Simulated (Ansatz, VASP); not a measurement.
**Two plane-wave programs on AlN**

INCAR

```
SYSTEM = AlN
ALGO = Normal
EDIFF = 1E-6
ENCUT = 520
GGA = PS
ISIF = 2
ISMEAR = 0
LASPH = .True.
LCHARG = .False.
LREAL = .False.
LWAVE = .False.
NBANDS = 16
NELM = 60
PREC = Accurate
SIGMA = 0.05
```

The input KPOINTS:

```
k-points
0
Gamma
  9 9 6
  0 0 0
```

The input POSCAR:

```
AlN
1.0
    3.2620000000      0.0000000000      0.0000000000
   -1.6310000000      2.8249748671      0.0000000000
    0.0000000000      0.0000000000      4.3069000000
Al N
2 2
Direct
    0.3333333333      0.6666666667      0.7500000000
    0.6666666667      0.3333333333      0.2500000000
    0.3333333333      0.6666666667      0.2500000000
    0.6666666667      0.3333333333      0.7500000000
```

Input for Ansatz:

```yaml
crystal:
  lattice:
    - [3.262, 0.0, 0.0]
    - [-1.631, 2.8249748671, 0.0]
    - [0.0, 0.0, 4.3069]
  atoms:
    - { symbol: Al, position: [0.3333333333, 0.6666666667, 0.75] }
    - { symbol: Al, position: [0.6666666667, 0.3333333333, 0.25] }
    - { symbol: "N", position: [0.3333333333, 0.6666666667, 0.25] }
    - { symbol: "N", position: [0.6666666667, 0.3333333333, 0.75] }
basis:
  ecutwfc: 520.0
kpoints:
  mp_grid: { grid: [9, 9, 6] }
hamiltonian:
  xc: pbesol
scf:
  occupations: { method: gaussian, width: 0.05 }
output:
  forces: true
  stress: true
  eigenvalues: true
```

Alike in both runs: task single point; functional PBEsol; k mesh 9 × 9 × 6; occupations gaussian, width 0.05 eV; no spin polarisation.

|  | VASP | Ansatz |
| --- | --- | --- |
| version | VASP 6.6.1 | Ansatz 0.2.0 |
| potentials or method | VASP PAW PBE potentials, release 64 (Al, N), cutoff 520 eV | scalar-relativistic, plane waves, PAW |
| valence electrons in the cell | 16 | 16 |

Ansatz gave:

| Quantity | Value |
| --- | --- |
| gap on the k mesh at the Fermi level (eV) | 3.09 |
| least direct gap on the mesh (eV) | 3.09 |
| pressure (GPa) | -1.1 |
| traceless stress, the component that is largest in VASP (GPa) | -5.76 |

Q: What did VASP give for the same quantities?

A: gap on the k mesh at the Fermi level (eV): 3.10; least direct gap on the mesh (eV): 3.10; pressure (GPa): -1.1; traceless stress, the component that is largest in VASP (GPa): -5.83.

VASP's potentials were made for PBE, not for PBEsol.
